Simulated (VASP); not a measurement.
Runs of VASP 6.6.1 on NbC2. The structure is that of space group P6/mmm (No. 191), or close to it. The cells are those of the table. The cell was built from a structure type or drawn by symmetry, and may not be a known phase.

```csv
task,spin,cell,k mesh,cutoff (eV),gap on the mesh (eV),pressure (GPa),relaxed volume (Å³/atom)
relaxation of cell and atoms,off,"relaxed from a = 3.968, b = 3.968, c = 2.839 Å, angles 90.0, 90.0, 120.0°, 3 atoms",6 × 6 × 6,600,none,0.1,9.11
single point,off,"a = 3.968, b = 3.968, c = 2.839 Å, angles 90.0, 90.0, 120.0°, 3 atoms",6 × 6 × 6,520,none,(a),-
single point,collinear,"a = 3.211, b = 3.211, c = 3.066 Å, angles 90.0, 90.0, 120.0°, 3 atoms",6 × 6 × 6,520,none,-0.3,-
relaxation of cell and atoms,off,"relaxed from a = 3.211, b = 3.211, c = 3.066 Å, angles 90.0, 90.0, 120.0°, 3 atoms",18 × 18 × 16,600,-,0.0,9.04
single point,off,"a = 3.178, b = 3.178, c = 3.109 Å, angles 90.0, 90.0, 120.0°, 3 atoms",18 × 18 × 16,520,none,-0.3,-
single point,off,"a = 3.211, b = 3.211, c = 3.066 Å, angles 90.0, 90.0, 120.0°, 3 atoms",6 × 6 × 6,520,none,-0.3,-
```

Alike in all rows: level PBE; potentials or basis VASP PAW PBE potentials, release 64 (Nb_sv, C); smearing gaussian 0.1 eV.

Task: Fill in the values left out.

Result: (a) -37.2.

Caveats: some runs use coarse meshes; the volume moved by over 15 % at a fixed basis, so the end points are rough (at least some runs); the highest band is partly filled, so the run has too few bands (at least some runs).

A k mesh can miss the band edges, and the runs leave out spin-orbit coupling on Nb.

A gap of «none» marks levels without a gap at the run's occupations.
